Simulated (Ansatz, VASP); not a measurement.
# One calculation of Mg2O, two programs

```xyz
3
Lattice="3.2270 0.0000 0.0000 0.0000 3.6135 0.0000 0.0000 0.0000 5.5498" Properties=species:S:1:pos:R:3 pbc="T T T"
Mg    0.0000    0.0000    2.0991
Mg    1.6135    0.0000    5.0059
O     0.0000    0.0000    3.9946
```

Alike in both runs: functional PBE; k mesh 14 × 14 × 8; occupations gaussian, width 0.1 eV; no spin polarisation.

Ansatz relaxed the structure, and its values are those at the end. VASP's run is a single point on that final structure, the one shown.

|  | VASP | Ansatz |
| --- | --- | --- |
| version | VASP 6.6.1 | Ansatz 0.2.0 |
| potentials or method | VASP PAW PBE potentials, release 64 (Mg, O), cutoff 520 eV | scalar-relativistic, plane waves, PAW |
| valence electrons in the cell | 10 | 26 |

|  | VASP | Ansatz | Ansatz less VASP |
| --- | --- | --- | --- |
| gap on the k mesh at the Fermi level (eV) | none | none | - |
| pressure (GPa) | -0.1 | 0.0 | +0.10 |

A gap of «none» marks a metal or a gap that the smearing closes. With one functional, cell and mesh, what is left measures potentials, basis and numerics. VASP's potentials hold 10 valence electrons a cell and Ansatz's 26, so a difference there can come from the potentials and not from the codes.
